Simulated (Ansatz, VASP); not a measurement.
One calculation of PbSe, two programs

```xyz
4
Lattice="2.2232 -6.2366 0.0000 2.2232 6.2366 0.0000 0.0000 0.0000 4.6108" Properties=species:S:1:pos:R:3 pbc="T T T"
Pb    2.2232   -1.7038    3.4581
Pb    2.2232    1.7038    1.1527
Se    2.2232   -4.4955    3.4581
Se    2.2232    4.4955    1.1527
```

Change from the starting cell: hydrostatic strain +4.0%.

Alike in both runs: task single point; functional r2SCAN; k mesh 6 × 6 × 6; no spin polarisation.

```csv
,VASP,Ansatz
version,VASP 6.6.1,Ansatz 0.2.0
potentials or method,"VASP PAW PBE potentials, release 64 (Pb_d, Se)","plane waves, PAW"
plane-wave cutoff (eV),520,500
occupations,"gaussian, width 0.01 eV",fixed
valence electrons in the cell,40,60
```

|  | VASP | Ansatz | Ansatz less VASP |
| --- | --- | --- | --- |
| gap on the k mesh at the Fermi level (eV) | 1.74 | 1.75 | +0.001 |
| pressure (GPa) | -2.6 | -2.6 | -0.01 |
| traceless stress, the component that is largest in VASP (GPa) | 1.71 | 1.68 | -0.034 |
| rms of the force components (eV/Å) | 0.003 | 0.010 | +0.0066 |

VASP's potentials were made for PBE, not for r2SCAN. Atom by atom the forces differ by 0.007 eV/Å (rms over components). VASP's potentials hold 40 valence electrons a cell and Ansatz's 60, so a difference there can come from the potentials and not from the codes.

Spin-orbit coupling is off throughout.
